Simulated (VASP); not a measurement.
Write the native input for VASP 6.6.1 that does the following.

| Quantity | Value |
| --- | --- |
| Task | single point |
| Functional | PBE |
| Potentials or basis | VASP PAW PBE potentials, release 64 (Te) |
| Cutoff | 500 eV |
| k mesh | 7 × 7 × 5 |
| Occupations | gaussian, width 0.018 eV |
| Spin | no spin polarisation |
| Dipole correction | no |
| Further INCAR settings | ALGO = Normal; EDIFF = 1e-06; NBANDS = 16 |

The structure of Te lies in POSCAR:

```
Te
1.0
    4.4540000000      0.0000000000      0.0000000000
   -2.2270000000      3.8572771485      0.0000000000
    0.0000000000      0.0000000000      5.9240000000
Te
3
Direct
    0.7310000000      0.7310000000      0.0000000000
    0.0000000000      0.2690000000      0.6666666667
    0.2690000000      0.0000000000      0.3333333333
```

The input as run:

INCAR

```
SYSTEM = Te
  ALGO = Normal
  EDIFF = 1E-6
  ENCUT = 500
  GGA = PE
  GGA_COMPAT = .FALSE.
  ISIF = 2
  ISMEAR = 0
  LASPH = .TRUE.
  LCHARG = .FALSE.
  LREAL = .FALSE.
  LWAVE = .FALSE.
  NBANDS = 16
  NELM = 120
  PREC = Accurate
  SIGMA = 0.018000000000000002
```

KPOINTS

```
k-points
0
G
  7 7 5
  0 0 0
```

Potentials or basis: VASP PAW PBE potentials, release 64 (Te).

The run is started by

```bash
$ cat potpaw_PBE.64/Te/POTCAR > POTCAR
$ mpirun -np 1 vasp_std > vasp.out
```

Results of the run:

The pressure is 1.5 GPa, the largest force is 0.160 eV/Å and the band gap on the k mesh is 0.63 eV, indirect (least direct gap 0.78 eV).

Caveat: spin-orbit coupling is left out, which moves the levels of the heavy elements.

Wall time 30 s on 1 thread of Intel(R) Xeon(R) Platinum 8259CL CPU @ 2.50GHz (Skylake/Cascade Lake) (shared host), peak memory 0.22 GiB.
